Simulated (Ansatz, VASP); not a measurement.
**Al2Ru: VASP beside Ansatz**

```xyz
6
Lattice="0.0000 3.9876 4.3851 2.3506 0.0000 4.3851 2.3506 3.9876 0.0000" Properties=species:S:1:pos:R:3 pbc="T T T"
Al    1.1753    0.6296    2.1925
Al    1.1753    3.3580    2.1925
Al    2.3506    1.3642    4.3851
Al    2.3506    6.6111    4.3851
Ru    3.5259    5.9815    6.5776
Ru    2.3506    3.9876    4.3851
```

Alike in both runs: task single point; functional PBEsol; k mesh 10 × 10 × 10; occupations gaussian, width 0.01 eV; no spin polarisation.

```csv
,VASP,Ansatz
version,VASP 6.6.1,Ansatz 0.2.0
potentials or method,"VASP PAW PBE potentials, release 64 (Al, Ru_pv), cutoff 520 eV","scalar-relativistic, plane waves, PAW"
valence electrons in the cell,40,44
```

Ansatz gave:

| Item | Value |
| --- | --- |
| gap on the k mesh at the Fermi level (eV) | 0.08 |
| least direct gap on the mesh (eV) | 1.23 |
| pressure (GPa) | 0.0 |

Task: Estimate VASP's values.

Result: gap on the k mesh at the Fermi level (eV): 0.08; least direct gap on the mesh (eV): 1.23; pressure (GPa): 0.1.

VASP's potentials were made for PBE, not for PBEsol. VASP's potentials hold 40 valence electrons a cell and Ansatz's 44, so a difference there can come from the potentials and not from the codes.
